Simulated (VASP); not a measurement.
Write the native input for VASP 6.6.1 that does the following.

```
Task                   : single point
Functional             : PBE
Potentials or basis    : VASP PAW PBE potentials, release 64 (Ge_d)
Cutoff                 : 500 eV
k mesh                 : 8 × 8 × 8
Occupations            : fermi-dirac, width 0.02 eV
Spin                   : no spin polarisation
Dipole correction      : no
Further INCAR settings : ALGO = Normal; EDIFF = 1e-06; NBANDS = 21
```

The structure of Ge lies in POSCAR:

```
Ge
1.0
    0.0000000000      2.7024057076      2.9292750732
    2.7024057076      0.0000000000      2.9292750732
    2.7024057076      2.7024057076      0.0000000000
Ge
2
Direct
    0.0000000000      0.0000000000      0.0000000000
    0.2500000000      0.2500000000      0.2500000000
```

This cell differs from its parent crystal: epitaxial xy strain -4.7%.

These files were run (other wordings do the same):

INCAR

```
PREC = Accurate ; ENCUT = 500
EDIFF = 1E-6 ; ISMEAR = -1
SIGMA = 0.02 ; LREAL = F
LASPH = T ; NELM = 120
ALGO = Normal ; ISIF = 2
LWAVE = F ; LCHARG = F
GGA = PE ; NBANDS = 21
GGA_COMPAT = F
```

KPOINTS

```
regular mesh
0
Gamma
  8 8 8
```

Potentials or basis: VASP PAW PBE potentials, release 64 (Ge_d).

Command:

```console
$ cat potpaw_PBE.64/Ge_d/POTCAR > POTCAR
$ mpirun -np 1 vasp_std > vasp.out
```

It gave:

| Quantity | Value |
| --- | --- |
| Pressure | 8.3 GPa |
| Band gap on the k mesh | zero (bands 14 and 15 overlap by 0.02 eV) |

Caveat: the cell differs from its parent crystal (epitaxial xy strain -4.7%); the stress differs along the axes, from 4 to 11 GPa; semilocal functionals underestimate gaps, and a narrow one can read as zero.

It took 66 s on 1 thread of AMD EPYC 7R43 64-Core Processor (Zen 3), on a shared host, peak memory 0.14 GiB.
